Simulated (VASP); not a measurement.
# Hf (Fd-3m) in VASP: notebook

The runs below take Hf through single point, relaxation of cell and atoms, with PBE.

All numbers are computed with VASP 6.6.1; they aren't measurements. Logs are shortened: lines on timing, memory, paths and dates and some standing lists are left out, and cuts for length are marked.

## 1. The cell of the first run

Symmetry: Fd-3m, No. 227, cubic system. The conventional cell has a = 5.612 Å, b = 5.612 Å, c = 5.612 Å, α = 90.00°, β = 90.00°, γ = 90.00°. Within 3.2 Å of Hf (site symmetry -43m) lie 4 Hf at 2.43 Å.

## 2. Single point, PBE

Contents of INCAR:

```
SYSTEM = Hf
  PREC = Accurate
  ENCUT = 520
  EDIFF = 1E-7
  ISMEAR = -1
  SIGMA = 0.08
  LREAL = .FALSE.
  LASPH = .TRUE.
  NELM = 60
  ALGO = Normal
  ISIF = 2
  LWAVE = .FALSE.
  LCHARG = .FALSE.
  GGA = PE
  NBANDS = 17
```

Contents of KPOINTS:

```
Automatic mesh
0
G
  12 12 12
  0 0 0
```

Contents of POSCAR:

```
Hf
1.0
    0.0000000000      2.8060797544      2.8060797544
    2.8060797544      0.0000000000      2.8060797544
    2.8060797544      2.8060797544      0.0000000000
Hf
2
Direct
   -0.1250000000     -0.1250000000     -0.1250000000
    0.1250000000      0.1250000000      0.1250000000
```

Potentials or basis: VASP PAW PBE potentials, release 64 (Hf_pv).

Launch:

```console
$ cat potpaw_PBE.64/Hf_pv/POTCAR > POTCAR
$ mpirun -np 1 vasp_std > vasp.out
```

OUTCAR:

```text
SYSTEM = Hf
   PREC = Accurate
   ENCUT = 520
   EDIFF = 1E-7
   ISMEAR = -1
   LREAL = .FALSE.
   LASPH = .TRUE.
   NELM = 60
   ISIF = 2
   GGA = PE

 ion  position               nearest neighbor table
   1  0.875  0.875  0.875-   2 2.43   2 2.43   2 2.43   2 2.43
   2  0.125  0.125  0.125-   1 2.43   1 2.43   1 2.43   1 2.43

  LATTYP: Found a face centered cubic cell.
 ALAT       =     5.6121595088

  Lattice vectors:

 A1 = (   0.0000000000,   2.8060797544,   2.8060797544)
 A2 = (   2.8060797544,   0.0000000000,   2.8060797544)
 A3 = (   2.8060797544,   2.8060797544,   0.0000000000)

Analysis of symmetry for initial positions (statically):
=====================================================================
 Subroutine PRICEL returns:
 Original cell was already a primitive cell.

 Routine SETGRP: Setting up the symmetry group for a
 face centered cubic supercell.

 Subroutine GETGRP returns: Found 48 space group operations
 (whereof 12 operations were pure point group operations)
 out of a pool of 48 trial point group operations.

The static configuration has the point symmetry D_3d.
 The point group associated with its full space group is O_h .

Analysis of symmetry for dynamics (positions and initial velocities):
=====================================================================
 Subroutine PRICEL returns:
 Original cell was already a primitive cell.

 Routine SETGRP: Setting up the symmetry group for a
 face centered cubic supercell.

 Subroutine GETGRP returns: Found 48 space group operations
 (whereof 12 operations were pure point group operations)
 out of a pool of 48 trial point group operations.

The dynamic configuration has the point symmetry D_3d.
 The point group associated with its full space group is O_h .

 Subroutine INISYM returns: Found 48 space group operations
 (whereof 12 operations are pure point group operations),
 and found     1 'primitive' translations

----------------------------------------------------------------------------------------

                                     Primitive cell

  volume of cell :      44.1906

  direct lattice vectors                    reciprocal lattice vectors
     0.000000000  2.806079754  2.806079754    -0.178184529  0.178184529  0.178184529
     2.806079754  0.000000000  2.806079754     0.178184529 -0.178184529  0.178184529
     2.806079754  2.806079754  0.000000000     0.178184529  0.178184529 -0.178184529

  length of vectors
     3.968396046  3.968396046  3.968396046     0.308624658  0.308624658  0.308624658

  position of ions in fractional coordinates (direct lattice)
     0.875000000  0.875000000  0.875000000
     0.125000000  0.125000000  0.125000000

  ion indices of the primitive-cell ions
   primitive index   ion index
                 1           1
                 2           2

----------------------------------------------------------------------------------------

 KPOINTS: Automatic mesh

Automatic generation of k-mesh.
 Grid dimensions read from file:
 generate k-points for:   12   12   12

 Generating k-lattice:

  Cartesian coordinates                     Fractional coordinates (reciprocal lattice)
    -0.014848711  0.014848711  0.014848711     0.083333333  0.000000000  0.000000000
     0.014848711 -0.014848711  0.014848711     0.000000000  0.083333333  0.000000000
     0.014848711  0.014848711 -0.014848711     0.000000000  0.000000000  0.083333333

  Length of vectors
     0.025718721  0.025718721  0.025718721

  Shift w.r.t. Gamma in fractional coordinates (k-lattice)
     0.000000000  0.000000000  0.000000000

 Subroutine IBZKPT returns following result:
 ===========================================

 Found     72 irreducible k-points:

 Following reciprocal coordinates:
            Coordinates               Weight
  0.000000  0.000000  0.000000      1.000000
  0.083333  0.000000  0.000000      8.000000
  0.166667  0.000000  0.000000      8.000000
  0.250000  0.000000  0.000000      8.000000
  0.333333  0.000000  0.000000      8.000000
  0.416667  0.000000  0.000000      8.000000
[... 16 lines left out ...]
  0.500000  0.166667  0.000000     24.000000
 -0.416667  0.166667  0.000000     24.000000
 [... further k-points ...]
   k-points           NKPTS =     72   k-points in BZ     NKDIM =     72   number of bands    NBANDS=     17
   number of dos      NEDOS =    301   number of ions     NIONS =      2
   total plane-waves  NPLWV =  27000
   dimension x,y,z NGX =    30 NGY =   30 NGZ =   30
   dimension x,y,z NGXF=    60 NGYF=   60 NGZF=   60
   ions per type =               2
   NGX,Y,Z   is equivalent  to a cutoff of  12.57, 12.57, 12.57 a.u.
   NGXF,Y,Z  is equivalent  to a cutoff of  25.14, 25.14, 25.14 a.u.
 SYSTEM =  Hf
   PREC   = accura    normal or accurate (medium, high low for compatibility)
   ISTART =      0    job   : 0-new  1-cont  2-samecut
   ICHARG =      2    charge: 1-file 2-atom 10-const
   ISPIN  =      1    spin polarized calculation?
   LNONCOLLINEAR =      F non collinear calculations
   LSORBIT =      F    spin-orbit coupling
   LASPH  =      T    aspherical Exc in radial PAW
   ENCUT  =  520.0 eV  38.22 Ry    6.18 a.u.   7.38  7.38  7.38*2*pi/ulx,y,z
   NELM   =     60;   NELMIN=  2; NELMDL= -5     # of ELM steps
   EDIFF  = 0.1E-06   stopping-criterion for ELM
   LREAL  =      F    real-space projection
   EDIFFG = 0.1E-05   stopping-criterion for IOM
   NSW    =      0    number of steps for IOM
   IBRION =     -1    ionic relax: 0-MD 1-quasi-New 2-CG
   NFREE  =      0    steps in history (QN), initial steepest desc. (CG)
   ISIF   =      2    stress and relaxation
   ISYM   =      2    0-nonsym 1-usesym 2-fastsym
   POTIM  = 0.5000    time-step for ionic-motion
   TEBEG  =    0.0;   TEEND  =   0.0 temperature during run
   PSTRESS=    0.0 pullay stress
   NELECT =      20.0000    total number of electrons
   NUPDOWN=      -1.0000    fix difference up-down
   EMIN   =  10.00;   EMAX   =-10.00  energy-range for DOS
   EFERMI =   0.00;   METHOD = LEGACY
   ISMEAR =    -1;   SIGMA  =   0.08  broadening in eV -4-tet -1-fermi 0-gaus
   EFERMI_NEDOS =   21; number of points for ismear=-14 and -15
   IALGO  =     38    algorithm
   IMIX   =      4    mixing-type and parameters
     AMIX     =   0.40;   BMIX     =  1.00
     AMIX_MAG =   1.60;   BMIX_MAG =  1.00
  volume/ion in A,a.u.               =      22.10       149.11
  Fermi-wavevector in a.u.,A,eV,Ry     =   1.256921  2.375237 21.495187  1.579852
  Thomas-Fermi vector in A             =   2.390606
   LORBIT       =      0    0 simple, 1 ext, 2 COOP (PROOUT), +10 PAW based schemes
   GGA     = PE    functional components
   LHFCALC =     F    Hartree Fock is set to
   AEXX    =    0.0000 exact exchange contribution
   IVDW    =     0    specifies the selected vdW correction
   LEPSILON=     F    determine dielectric tensor
   LRPA    =     F    only Hartree local field effects (RPA)
 non-spin polarized calculation
  energy-cutoff  :      520.00
  volume of cell :       44.19
 maximum number of plane-waves:      1243
 NGX is ok and might be reduce to    30
   NGX = 15   NGY = 15   NGZ = 15

 number of electron      20.0000004 magnetization

 Free energy of the ion-electron system (eV)
  ---------------------------------------------------
  ext. energy  EPLUGINS =         0.00000000
  ---------------------------------------------------
  free energy    TOTEN  =       -13.03521363 eV

  energy without entropy =      -12.98890855  energy(sigma->0) =      -13.01206109

 E-fermi :   4.3902     XC(G=0): -11.0255

 val. band max:        4.3766103170   @ k =   0.2500   0.2500   0.0000
 cond. band min:       4.3989416549   @ k =   0.4167   0.0000   0.0000
 fundamental gap:      0.0223313379
 Fermi energy:         4.3902144820

 k-point     1 :       0.0000    0.0000    0.0000
  band No.  band energies     occupation
      1     -27.0627      2.00000
      2     -27.0627      2.00000
      3     -27.0627      2.00000
      4     -25.2387      2.00000
      5     -25.2387      2.00000
      6     -25.2387      2.00000
[... 9 lines left out ...]
     16      13.0506      0.00000
     17      13.0506      0.00000

 k-point     2 :       0.0833    0.0000    0.0000
  band No.  band energies     occupation
      1     -27.0798      2.00000
      2     -27.0798      2.00000
      3     -27.0647      2.00000
      4     -25.2377      2.00000
      5     -25.2187      2.00000
      6     -25.2187      2.00000
[... 9 lines left out ...]
     16      12.9968      0.00000
     17      12.9968      0.00000

 k-point     3 :       0.1667    0.0000    0.0000
  band No.  band energies     occupation
      1     -27.1247      2.00000
      2     -27.1247      2.00000
      3     -27.0714      2.00000
      4     -25.2334      2.00000
      5     -25.1656      2.00000
      6     -25.1656      2.00000
[... 9 lines left out ...]
     16      12.8329      0.00000
     17      12.8329      0.00000

 k-point     4 :       0.2500    0.0000    0.0000
  band No.  band energies     occupation
      1     -27.1825      2.00000
      2     -27.1825      2.00000
      3     -27.0828      2.00000
      4     -25.2242      2.00000
      5     -25.0969      2.00000
      6     -25.0969      2.00000
[... 9 lines left out ...]
     16      12.5460      0.00000
     17      12.5460      0.00000

 k-point     5 :       0.3333    0.0000    0.0000
  band No.  band energies     occupation
      1     -27.2366      2.00000
      2     -27.2366      2.00000
      3     -27.0967      2.00000
      4     -25.2112      2.00000
      5     -25.0318      2.00000
      6     -25.0318      2.00000
[... 9 lines left out ...]
     16      12.1180      0.00000
     17      12.1180      0.00000

 k-point     6 :       0.4167    0.0000    0.0000
  band No.  band energies     occupation
      1     -27.2743      2.00000
      2     -27.2743      2.00000
      3     -27.1085      2.00000
      4     -25.1994      2.00000
      5     -24.9861      2.00000
      6     -24.9861      2.00000
[... 9 lines left out ...]
     16      11.2675      0.00000
     17      11.5975      0.00000

 k-point     7 :       0.5000    0.0000    0.0000
  band No.  band energies     occupation
      1     -27.2877      2.00000
      2     -27.2877      2.00000
      3     -27.1131      2.00000
      4     -25.1946      2.00000
      5     -24.9698      2.00000
      6     -24.9698      2.00000
[... 9 lines left out ...]
     16      10.5893      0.00000
     17      11.2943      0.00000

 k-point     8 :       0.0833    0.0833    0.0000
  band No.  band energies     occupation
      1     -27.1008      2.00000
      2     -27.1008      2.00000
      3     -27.0328      2.00000
      4     -25.2744      2.00000
      5     -25.1944      2.00000
      6     -25.1944      2.00000
[... 9 lines left out ...]
     16      12.7241      0.00000
     17      13.1928      0.00000
[... 203 lines left out ...]
      1     -27.1972      2.00000
      2     -27.1972      2.00000
      3     -26.9454      2.00000
      4     -25.3772      2.00000
      5     -25.0811      2.00000
      6     -25.0811      2.00000
[... 9 lines left out ...]
     16      11.8471      0.00000
     17      13.3227      0.00000

 k-point    20 :       0.2500    0.1667    0.0000
  band No.  band energies     occupation
      1     -27.2606      2.00000
      2     -27.2557      2.00000
      3     -26.8949      2.00000
      4     -25.4335      2.00000
      5     -25.0111      2.00000
      6     -25.0084      2.00000
[... 9 lines left out ...]
     16      11.3114      0.00000
     17      13.2408      0.00000

 k-point    21 :       0.3333    0.1667    0.0000
  band No.  band energies     occupation
      1     -27.3340      2.00000
      2     -27.3078      2.00000
      3     -26.8548      2.00000
      4     -25.4718      2.00000
      5     -24.9478      2.00000
      6     -24.9289      2.00000
[... 9 lines left out ...]
     16      10.8198      0.00000
     17      12.8957      0.00000

 k-point    22 :       0.4167    0.1667    0.0000
  band No.  band energies     occupation
      1     -27.4042      2.00000
      2     -27.3413      2.00000
      3     -26.8268      2.00000
      4     -25.4929      2.00000
      5     -24.9063      2.00000
      6     -24.8555      2.00000
[... 9 lines left out ...]
     16      10.5309      0.00000
     17      12.1673      0.00000

 k-point    23 :       0.5000    0.1667    0.0000
  band No.  band energies     occupation
      1     -27.4550      2.00000
      2     -27.3494      2.00000
      3     -26.8167      2.00000
      4     -25.4953      2.00000
      5     -24.8956      2.00000
      6     -24.8034      2.00000
[... 9 lines left out ...]
     16      10.9670      0.00000
     17      11.0970      0.00000

 k-point    24 :      -0.4167    0.1667    0.0000
  band No.  band energies     occupation
      1     -27.4738      2.00000
      2     -27.3304      2.00000
      3     -26.8286      2.00000
      4     -25.4782      2.00000
      5     -24.9181      2.00000
      6     -24.7848      2.00000
[... 9 lines left out ...]
     16      10.2530      0.00000
     17      11.0298      0.00000

 [... further k-points ...]
[... 5 lines left out ...]
  --------------------------------------------------------------------------------------
  -------------------------------------------------------------------------------------
  Total        7.9725725      7.9725725      7.9725725      0.0000000      0.0000000      0.0000000
  in kB      289.0540316    289.0540316    289.0540316      0.0000000      0.0000000      0.0000000
  external PRESSURE =     289.0540316 kB  Pullay stress =       0.0000000 kB

 VOLUME and BASIS-vectors are now :
 -----------------------------------------------------------------------------
  energy-cutoff  :      520.00
  volume of cell :       44.19
      direct lattice vectors                 reciprocal lattice vectors
     0.000000000  2.806079754  2.806079754    -0.178184529  0.178184529  0.178184529
     2.806079754  0.000000000  2.806079754     0.178184529 -0.178184529  0.178184529
     2.806079754  2.806079754  0.000000000     0.178184529  0.178184529 -0.178184529

 POSITION                                       TOTAL-FORCE (eV/Angst)
 -----------------------------------------------------------------------------------
      4.91064      4.91064      4.91064         0.000000      0.000000      0.000000
      0.70152      0.70152      0.70152        -0.000000     -0.000000     -0.000000
 -----------------------------------------------------------------------------------
    total drift:                               -0.000000      0.000000      0.000000

  FREE ENERGIE OF THE ION-ELECTRON SYSTEM (eV)
  ---------------------------------------------------
  free  energy   TOTEN  =       -13.0352136331 eV

  energy  without entropy=      -12.9889085505  energy(sigma->0) =      -13.01206109
```

Run time: 58 s. Hardware: 1 thread of AMD EPYC 7R43 (Zen 3), shared host; peak memory 0.15 GiB.

Results:

```yaml
Free_energy: -13.0352 eV
Pressure: 28.9 GPa
Band_gap_on_the_k_mesh: zero (band 10 reaches 4.66 eV, above the bottom of band 11 at 4.18 eV)
```

Caveat: spin-orbit coupling is left out, which moves the levels of the heavy elements.

(Part 1 of 2 ends here.)
